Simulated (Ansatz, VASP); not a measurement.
## Sr4ZrPt in VASP and in Ansatz

```
Sr Zr Pt
1.0
    -5.40463    5.40463    5.08111
     5.40463   -5.40463    5.08111
     5.40463    5.40463   -5.08111
Sr Zr Pt
8 2 2
Direct
  0.11903 0.31146 0.80758
  0.06146 0.75388 0.69242
  0.50388 0.31146 0.19242
  0.06146 0.36903 0.30758
  0.63097 0.93854 0.69242
  0.68854 0.88097 0.19242
  0.24612 0.93854 0.30758
  0.68854 0.49612 0.80758
  0.75000 0.25000 0.50000
  0.00000 0.00000 0.00000
  0.25000 0.75000 0.50000
  0.50000 0.50000 0.00000
```

Alike in both runs: functional PBE; k mesh 6 × 6 × 6; occupations gaussian, width 0.1 eV; no spin polarisation.

Ansatz relaxed the structure, and its values are those at the end. VASP's run is a single point on that final structure, the one shown.

```csv
,VASP,Ansatz
version,VASP 6.6.1,Ansatz 0.2.0
potentials or method,"VASP PAW PBE potentials, release 64 (Sr_sv, Zr_sv, Pt), cutoff 500 eV","scalar-relativistic, plane waves, PAW"
valence electrons in the cell,124,140
```

Ansatz gave:

| Item | Value |
| --- | --- |
| gap on the k mesh at the Fermi level (eV) | none |
| pressure (GPa) | 0.0 |
| rms of the force components (eV/Å) | 0.003 |

**Question.** Estimate VASP's values.

**Answer.** gap on the k mesh at the Fermi level (eV): none; pressure (GPa): 0.1; rms of the force components (eV/Å): 0.017.

A gap of «none» marks a metal or a gap that the smearing closes. With one functional, cell and mesh, what is left measures potentials, basis and numerics. VASP's potentials hold 124 valence electrons a cell and Ansatz's 140, so a difference there can come from the potentials and not from the codes.

Neither program's run includes spin-orbit coupling.
